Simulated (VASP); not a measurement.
Set up this calculation in VASP 6.6.1, as the native input.

- Task: single point
- Functional: PBE
- Potentials or basis: VASP PAW PBE potentials, release 64 (Ca_sv, Zr_sv, N)
- Cutoff: 520 eV
- k mesh: 12 × 12 × 4
- Occupations: gaussian, width 0.1 eV
- Spin: no spin polarisation
- Dipole correction: no
- Further INCAR settings: ALGO = Normal; EDIFF = 1e-06; NBANDS = 32

The structure of Ca2Zr2N lies in POSCAR:

```
Ca2Zr2N
1.0
    3.4381205927      0.0000000000      0.0000000000
   -1.7190602963      2.9774997745      0.0000000000
    0.0000000000      0.0000000000     11.6565436386
Ca Zr N
2 2 1
Direct
    0.3333333333      0.6666666667      0.6430899255
    0.6666666667      0.3333333333      0.3569100745
    0.3333333333      0.6666666667      0.0993867578
    0.6666666667      0.3333333333      0.9006132422
    0.0000000000      0.0000000000      0.0000000000
```

The cell was built from a structure type or drawn by symmetry, and may not be a known phase.

One way to write it, as run:

INCAR

```
SYSTEM = Ca2Zr2N
ALGO = Normal ; EDIFF = 1E-6
ENCUT = 520 ; GGA = PE
ISIF = 2 ; ISMEAR = 0
LASPH = .TRUE. ; LCHARG = .TRUE.
LELF = .TRUE. ; LREAL = .FALSE.
LVHAR = .TRUE. ; LWAVE = .FALSE.
NBANDS = 32 ; NELM = 60
PREC = Accurate ; SIGMA = 0.1
```

KPOINTS

```
k-points
0
G
  12 12 4
  0 0 0
```

Potentials or basis: VASP PAW PBE potentials, release 64 (Ca_sv, Zr_sv, N).

The run is started by

```sh
$ cat potpaw_PBE.64/Ca_sv/POTCAR potpaw_PBE.64/Zr_sv/POTCAR potpaw_PBE.64/N/POTCAR > POTCAR
$ mpirun -np 1 vasp_std > vasp.out
```

It gave:

- Pressure: 0.1 GPa
- Largest force: 0.021 eV/Å
- Band gap on the k mesh: zero (an odd number of electrons rules out a gap without spin polarisation)

Run time: 9.5 min on 1 thread of Oxide Virtual Turin-like Processor, on a shared host, peak memory 0.38 GiB.
